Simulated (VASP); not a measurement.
# PtSe2 (P-3m1) in VASP: further runs

The runs below take PtSe2 through single point, relaxation of cell and atoms, with PBE.

Program: VASP 6.6.1. These are calculated values, not measurements. Logs are shortened: lines on timing, memory, paths and dates and some standing lists are left out, and cuts for length are marked.

### 1 The cell of the first run

Symmetry: P-3m1, No. 164, trigonal system. Conventional cell: a = 3.749 Å, b = 3.749 Å, c = 4.655 Å, α = 90.00°, β = 90.00°, γ = 120.00°. Within 3.3 Å of Pt (site symmetry -3m) lie 6 Se at 2.51 Å. Se (site symmetry 3m) has 3 Pt at 2.51 Å and 3 Se at 3.02 Å within 3.3 Å.

### 2 Single point, PBE

INCAR

```
SYSTEM = PtSe2
PREC     = Accurate       ! precision mode
ENCUT    = 520            ! plane-wave cutoff, eV
EDIFF    = 1E-6           ! SCF threshold, eV
ISMEAR   = 0              ! smearing method
SIGMA    = 0.1            ! smearing width, eV
LREAL    = .False.        ! projectors in reciprocal space
LASPH    = .True.         ! aspherical terms in the spheres
NELM     = 60             ! most SCF steps
ALGO     = Normal         ! electronic algorithm
ISIF     = 2              ! what is computed and relaxed
LWAVE    = .False.        ! write WAVECAR
LCHARG   = .True.         ! write CHGCAR
GGA      = PE             ! functional
LELF     = .True.         ! ELF
LVHAR    = .True.       
NBANDS   = 18             ! bands
```

KPOINTS

```
Automatic mesh
0
Gamma
  12 12 10
  0 0 0
```

POSCAR

```
PtSe2
1.0
    3.7490054604      0.0000000000      0.0000000000
   -1.8745027302      3.2467339676      0.0000000000
    0.0000000000      0.0000000000      4.6547616901
Pt Se
1 2
Direct
    0.0000000000      0.0000000000      0.0000000000
    0.6666666667      0.3333333333      0.7266335609
    0.3333333333      0.6666666667      0.2733664391
```

Potentials or basis: VASP PAW PBE potentials, release 64 (Pt, Se).

The run is started by

```console
$ cat potpaw_PBE.64/Pt/POTCAR potpaw_PBE.64/Se/POTCAR > POTCAR
$ mpirun -np 1 vasp_std > vasp.out
```

OUTCAR:

```text
SYSTEM = PtSe2
   PREC = Accurate
   ENCUT = 520
   EDIFF = 1E-6
   ISMEAR = 0
   LREAL = .False.
   LASPH = .True.
   NELM = 60
   ISIF = 2
   GGA = PE

 ion  position               nearest neighbor table
   1  0.000  0.000  0.000-   2 2.51   3 2.51   3 2.51   2 2.51   2 2.51   3 2.51
   2  0.667  0.333  0.727-   1 2.51   1 2.51   1 2.51
   3  0.333  0.667  0.273-   1 2.51   1 2.51   1 2.51

  LATTYP: Found a hexagonal cell.
 ALAT       =     3.7490054604
 C/A-ratio  =     1.2415990692

  Lattice vectors:

 A1 = (   3.7490054604,   0.0000000000,   0.0000000000)
 A2 = (  -1.8745027302,   3.2467339676,   0.0000000000)
 A3 = (   0.0000000000,   0.0000000000,   4.6547616901)

Analysis of symmetry for initial positions (statically):
=====================================================================
 Subroutine PRICEL returns:
 Original cell was already a primitive cell.

 Routine SETGRP: Setting up the symmetry group for a
 hexagonal supercell.

 Subroutine GETGRP returns: Found 12 space group operations
 (whereof 12 operations were pure point group operations)
 out of a pool of 24 trial point group operations.

The static configuration has the point symmetry D_3d.

Analysis of symmetry for dynamics (positions and initial velocities):
=====================================================================
 Subroutine PRICEL returns:
 Original cell was already a primitive cell.

 Routine SETGRP: Setting up the symmetry group for a
 hexagonal supercell.

 Subroutine GETGRP returns: Found 12 space group operations
 (whereof 12 operations were pure point group operations)
 out of a pool of 24 trial point group operations.

The dynamic configuration has the point symmetry D_3d.

 Subroutine INISYM returns: Found 12 space group operations
 (whereof 12 operations are pure point group operations),
 and found     1 'primitive' translations

----------------------------------------------------------------------------------------

                                     Primitive cell

  volume of cell :      56.6579

  direct lattice vectors                    reciprocal lattice vectors
     3.749005460  0.000000000  0.000000000     0.266737408  0.154000914  0.000000000
    -1.874502730  3.246733968  0.000000000     0.000000000  0.308001829  0.000000000
     0.000000000  0.000000000  4.654761690     0.000000000  0.000000000  0.214833769

  length of vectors
     3.749005460  3.749005460  4.654761690     0.308001829  0.308001829  0.214833769

  position of ions in fractional coordinates (direct lattice)
     0.000000000  0.000000000  0.000000000
     0.666666667  0.333333333  0.726633561
     0.333333333  0.666666667  0.273366439

  ion indices of the primitive-cell ions
   primitive index   ion index
                 1           1
                 2           2
                 3           3

----------------------------------------------------------------------------------------

 KPOINTS: Automatic mesh

Automatic generation of k-mesh.
 Grid dimensions read from file:
 generate k-points for:   12   12   10

 Generating k-lattice:

  Cartesian coordinates                     Fractional coordinates (reciprocal lattice)
     0.022228117  0.012833410  0.000000000     0.083333333  0.000000000  0.000000000
     0.000000000  0.025666819  0.000000000     0.000000000  0.083333333  0.000000000
     0.000000000  0.000000000  0.021483377     0.000000000  0.000000000  0.100000000

  Length of vectors
     0.025666819  0.025666819  0.021483377

  Shift w.r.t. Gamma in fractional coordinates (k-lattice)
     0.000000000  0.000000000  0.000000000

 Subroutine IBZKPT returns following result:
 ===========================================

 Found    162 irreducible k-points:

 Following reciprocal coordinates:
            Coordinates               Weight
  0.000000  0.000000  0.000000      1.000000
  0.083333  0.000000  0.000000      6.000000
  0.166667  0.000000  0.000000      6.000000
  0.250000  0.000000  0.000000      6.000000
  0.333333  0.000000  0.000000      6.000000
  0.416667 -0.000000  0.000000      6.000000
[... 16 lines left out ...]
  0.166667  0.000000  0.100000      6.000000
  0.000000  0.166667  0.100000      6.000000
 [... further k-points ...]
   k-points           NKPTS =    162   k-points in BZ     NKDIM =    162   number of bands    NBANDS=     18
   number of dos      NEDOS =    301   number of ions     NIONS =      3
   total plane-waves  NPLWV =  28224
   dimension x,y,z NGX =    28 NGY =   28 NGZ =   36
   dimension x,y,z NGXF=    56 NGYF=   56 NGZF=   72
   ions per type =               1   2
   NGX,Y,Z   is equivalent  to a cutoff of  12.42, 12.42, 12.86 a.u.
   NGXF,Y,Z  is equivalent  to a cutoff of  24.83, 24.83, 25.71 a.u.
 SYSTEM =  PtSe2
   PREC   = accura    normal or accurate (medium, high low for compatibility)
   ISTART =      0    job   : 0-new  1-cont  2-samecut
   ICHARG =      2    charge: 1-file 2-atom 10-const
   ISPIN  =      1    spin polarized calculation?
   LNONCOLLINEAR =      F non collinear calculations
   LSORBIT =      F    spin-orbit coupling
   LASPH  =      T    aspherical Exc in radial PAW
   ENCUT  =  520.0 eV  38.22 Ry    6.18 a.u.   6.97  6.97  8.65*2*pi/ulx,y,z
   NELM   =     60;   NELMIN=  2; NELMDL= -5     # of ELM steps
   EDIFF  = 0.1E-05   stopping-criterion for ELM
   LREAL  =      F    real-space projection
   EDIFFG = 0.1E-04   stopping-criterion for IOM
   NSW    =      0    number of steps for IOM
   IBRION =     -1    ionic relax: 0-MD 1-quasi-New 2-CG
   NFREE  =      0    steps in history (QN), initial steepest desc. (CG)
   ISIF   =      2    stress and relaxation
   ISYM   =      2    0-nonsym 1-usesym 2-fastsym
   POTIM  = 0.5000    time-step for ionic-motion
   TEBEG  =    0.0;   TEEND  =   0.0 temperature during run
   PSTRESS=    0.0 pullay stress
   NELECT =      22.0000    total number of electrons
   NUPDOWN=      -1.0000    fix difference up-down
   EMIN   =  10.00;   EMAX   =-10.00  energy-range for DOS
   EFERMI =   0.00;   METHOD = LEGACY
   ISMEAR =     0;   SIGMA  =   0.10  broadening in eV -4-tet -1-fermi 0-gaus
   EFERMI_NEDOS =   21; number of points for ismear=-14 and -15
   IALGO  =     38    algorithm
   IMIX   =      4    mixing-type and parameters
     AMIX     =   0.40;   BMIX     =  1.00
     AMIX_MAG =   1.60;   BMIX_MAG =  1.00
  volume/ion in A,a.u.               =      18.89       127.45
  Fermi-wavevector in a.u.,A,eV,Ry     =   1.194343  2.256981 19.408093  1.426455
  Thomas-Fermi vector in A             =   2.330335
   LORBIT       =      0    0 simple, 1 ext, 2 COOP (PROOUT), +10 PAW based schemes
   GGA     = PE    functional components
   LHFCALC =     F    Hartree Fock is set to
   AEXX    =    0.0000 exact exchange contribution
   IVDW    =     0    specifies the selected vdW correction
   LEPSILON=     F    determine dielectric tensor
   LRPA    =     F    only Hartree local field effects (RPA)
 non-spin polarized calculation
 Gauss-broadening in eV      SIGMA  =   0.10
  energy-cutoff  :      520.00
  volume of cell :       56.66
 maximum number of plane-waves:      1542
   NGX = 13   NGY = 13   NGZ = 17

 number of electron      21.9999995 magnetization

 Free energy of the ion-electron system (eV)
  ---------------------------------------------------
  ext. energy  EPLUGINS =         0.00000000
  ---------------------------------------------------
  free energy    TOTEN  =       -14.09634028 eV

  energy without entropy =      -14.09245354  energy(sigma->0) =      -14.09439691

 E-fermi :   7.3149     XC(G=0): -11.0906

 val. band max:        7.3119342345   @ k =   0.0000   0.3333   0.3000
 cond. band min:       7.3267206542   @ k =   0.3333   0.3333   0.0000
 fundamental gap:      0.0147864197
 Fermi energy:         7.3149039883

 k-point     1 :       0.0000    0.0000    0.0000
  band No.  band energies     occupation
      1      -8.6965      2.00000
      2      -5.1643      2.00000
      3      -0.0536      2.00000
      4       0.9147      2.00000
      5       0.9147      2.00000
      6       3.4459      2.00000
[... 10 lines left out ...]
     17      14.5710      0.00000
     18      19.0550      0.00000

 k-point     2 :       0.0833    0.0000    0.0000
  band No.  band energies     occupation
      1      -8.6185      2.00000
      2      -5.2215      2.00000
      3       0.0441      2.00000
      4       0.9656      2.00000
      5       1.0051      2.00000
      6       3.3432      2.00000
[... 10 lines left out ...]
     17      14.7922      0.00000
     18      17.9714      0.00000

 k-point     3 :       0.1667    0.0000    0.0000
  band No.  band energies     occupation
      1      -8.3911      2.00000
      2      -5.3786      2.00000
      3       0.3253      2.00000
      4       1.1097      2.00000
      5       1.2537      2.00000
      6       2.9301      2.00000
[... 10 lines left out ...]
     17      15.3416      0.00000
     18      16.6266      0.00000

 k-point     4 :       0.2500    0.0000    0.0000
  band No.  band energies     occupation
      1      -8.0352      2.00000
      2      -5.6046      2.00000
      3       0.7489      2.00000
      4       1.3182      2.00000
      5       1.5023      2.00000
      6       2.2269      2.00000
[... 375 lines left out ...]
      4       0.9515      2.00000
      5       1.0849      2.00000
      6       3.2927      2.00000
[... 10 lines left out ...]
     17      15.0461      0.00000
     18      17.3174      0.00000

 k-point    23 :       0.1667    0.0000    0.1000
  band No.  band energies     occupation
      1      -8.3350      2.00000
      2      -5.5108      2.00000
      3       0.4166      2.00000
      4       1.1743      2.00000
      5       1.2869      2.00000
      6       3.0431      2.00000
[... 10 lines left out ...]
     17      14.7380      0.00000
     18      16.0633      0.00000

 k-point    24 :       0.0000    0.1667    0.1000
  band No.  band energies     occupation
      1      -8.3427      2.00000
      2      -5.4776      2.00000
      3       0.2799      2.00000
      4       1.0641      2.00000
      5       1.4629      2.00000
      6       2.7378      2.00000
[... 10 lines left out ...]
     17      15.8997      0.00000
     18      16.2711      0.00000

 [... further k-points ...]
[... 5 lines left out ...]
  --------------------------------------------------------------------------------------
  -------------------------------------------------------------------------------------
  Total        2.8228950      2.8228950      2.8246720     -0.0000000      0.0000000      0.0000000
  in kB       79.8261302     79.8261302     79.8763797     -0.0000000      0.0000000      0.0000000
  external PRESSURE =      79.8428800 kB  Pullay stress =       0.0000000 kB

 VOLUME and BASIS-vectors are now :
 -----------------------------------------------------------------------------
  energy-cutoff  :      520.00
  volume of cell :       56.66
      direct lattice vectors                 reciprocal lattice vectors
     3.749005460  0.000000000  0.000000000     0.266737408  0.154000914  0.000000000
    -1.874502730  3.246733968  0.000000000     0.000000000  0.308001829  0.000000000
     0.000000000  0.000000000  4.654761690     0.000000000  0.000000000  0.214833769

 POSITION                                       TOTAL-FORCE (eV/Angst)
 -----------------------------------------------------------------------------------
      0.00000      0.00000      0.00000        -0.000000      0.000000      0.000000
      1.87450      1.08224      3.38231        -0.000000      0.000000     -0.007716
     -0.00000      2.16449      1.27246         0.000000     -0.000000      0.007716
 -----------------------------------------------------------------------------------
    total drift:                                0.000000     -0.000000      0.000000

  FREE ENERGIE OF THE ION-ELECTRON SYSTEM (eV)
  ---------------------------------------------------
  free  energy   TOTEN  =       -14.0963402789 eV

  energy  without entropy=      -14.0924535433  energy(sigma->0) =      -14.09439691
```

Run time: 89 s. Hardware: 1 thread of Intel Xeon Platinum 8375C at 2.90GHz (Ice Lake), shared host; peak memory 0.29 GiB.

Results:

```
Free energy            : -14.0963 eV
Pressure               : 8.0 GPa
Largest force          : 0.008 eV/Å
Band gap on the k mesh : zero (band 11 reaches 8.20 eV, above the bottom of band 12 at 7.30 eV)
```

Forces in eV/Å, atoms in the order of the input:
```
Pt   0.000  0.000  0.000
Se   0.000  0.000 -0.008
Se   0.000  0.000  0.008
```

Caveat: spin-orbit coupling is left out, which moves the levels of the heavy elements.

### 3 Single point, PBE

This run uses another cell than the first one, of 14.63 Å³/atom, 0.774 times its volume.

INCAR

```
PREC = Accurate ; ENCUT = 520
EDIFF = 1E-7 ; ISMEAR = 0
SIGMA = 0.1 ; LREAL = F
LASPH = T ; NELM = 100
ALGO = Normal ; ISIF = 2
LWAVE = F ; LCHARG = F
GGA = PE ; NBANDS = 18
```

KPOINTS

```
Automatic mesh
0
Gamma
  12 12 10
```

POSCAR

```
PtSe2
1.0
    3.5691557264      0.0000000000      0.0000000000
   -1.7845778632      3.0909795291      0.0000000000
    0.0000000000      0.0000000000      3.9774048860
Pt Se
1 2
Direct
    0.0000000000      0.0000000000      0.0000000000
    0.6666666667      0.3333333333      0.6988040114
    0.3333333333      0.6666666667      0.3011959886
```

Potentials or basis: VASP PAW PBE potentials, release 64 (Pt, Se).

The run is started by

```console
$ cat potpaw_PBE.64/Pt/POTCAR potpaw_PBE.64/Se/POTCAR > POTCAR
$ mpirun -np 1 vasp_std > vasp.out
```

Run time: 77 s. Hardware: 1 thread of Intel Xeon Platinum 8375C at 2.90GHz (Ice Lake), shared host; peak memory 0.26 GiB.

The run converged. Its results:

```yaml
Free_energy: -11.8695 eV
Pressure: 60.4 GPa
Largest_force: 0.014 eV/Å
Band_gap_on_the_k_mesh: zero (band 11 reaches 11.50 eV, above the bottom of band 12 at 10.65 eV)
```

Forces in eV/Å, atoms in the order of the input:
```
Pt   0.000  0.000  0.000
Se   0.000  0.000 -0.014
Se   0.000  0.000  0.014
```

Stress tensor (GPa, compression positive):
```
60.38  0.00  0.00
 0.00 60.38  0.00
 0.00  0.00 60.30
```

Levels at points of the mesh, in eV from the Fermi level:
| k point | band 7 | band 8 | band 9 | band 10 | band 11 | band 12 | band 13 | band 14 | band 15 | band 16 |
| --- | --- | --- | --- | --- | --- | --- | --- | --- | --- | --- |
| (0.00, 0.00, 0.00) | -4.63 | -2.75 | -1.22 | -1.22 | 0.07 | 0.07 | 0.40 | 3.42 | 6.11 | 7.16 |
| (0.50, 0.00, 0.00) | -5.16 | -4.03 | -3.92 | -3.58 | -2.96 | 0.86 | 4.50 | 6.27 | 7.18 | 7.39 |
| (0.00, 0.00, 0.50) | -4.94 | -3.31 | -3.31 | -3.05 | -1.85 | 3.67 | 3.67 | 5.79 | 6.36 | 6.36 |
| (0.50, 0.00, 0.50) | -4.11 | -3.91 | -3.49 | -2.56 | -1.37 | -0.21 | 2.61 | 5.91 | 7.98 | 9.97 |

Caveat: spin-orbit coupling is left out, which moves the levels of the heavy elements.

### 4 Single point, PBE

This run uses another cell than the first one, of 25.64 Å³/atom, 1.358 times its volume.

INCAR

```
ALGO = Normal
EDIFF = 1E-6
ENCUT = 520
GGA = PE
ISIF = 2
ISMEAR = 0
LASPH = True
LCHARG = False
LREAL = False
LWAVE = False
NBANDS = 18
NELM = 60
PREC = Accurate
SIGMA = 0.02
```

KPOINTS

```
k-points
0
Gamma
  12 12 6
```

POSCAR

```
PtSe2
1.0
    3.7535431271      0.0000000000      0.0000000000
   -1.8767715636      3.2506637023      0.0000000000
    0.0000000000      0.0000000000      6.3048682507
Pt Se
1 2
Direct
    0.0000000000      0.0000000000      0.0000000000
    0.6666666667      0.3333333333      0.7929271611
    0.3333333333      0.6666666667      0.2070728389
```

The run is started by

```console
$ cat potpaw_PBE.64/Pt/POTCAR potpaw_PBE.64/Se/POTCAR > POTCAR
$ mpirun -np 1 vasp_std > vasp.out
```

Run time: 65 s. Hardware: 1 thread of Intel Xeon Platinum 8375C at 2.90GHz (Ice Lake), shared host; peak memory 0.28 GiB.

Results (log left out):

```
Free energy            : -14.3025 eV
Pressure               : 0.0 GPa
Largest force          : 0.003 eV/Å
Band gap on the k mesh : 0.71 eV, indirect (least direct gap 0.98 eV)
```

Forces on the atoms (eV/Å):
```
Pt   0.000  0.000  0.000
Se   0.000  0.000  0.003
Se   0.000  0.000 -0.003
```

Levels at points of the mesh, in eV from the valence-band top:
```
           k point  band 8  band 9  band 10  band 11  band 12  band 13  band 14  band 15
(0.00, 0.00, 0.00)   -1.72   -0.36    -0.36    -0.18     2.51     2.51     4.14     5.07
(0.50, 0.00, 0.00)   -2.58   -2.24    -2.21    -2.02     1.80     2.44     4.63     5.98
(0.00, 0.00, 0.50)   -1.53   -1.36    -0.41    -0.41     2.62     2.62     5.20     5.84
(0.50, 0.00, 0.50)   -2.63   -2.32    -2.13    -1.40     2.06     2.22     4.32     5.60
```

Caveat: spin-orbit coupling is left out, which moves the levels of the heavy elements; this functional lacks dispersion, which binds the layers, so the pressure and a relaxed spacing across them are unreliable.

(Part 1 of 2 ends here.)
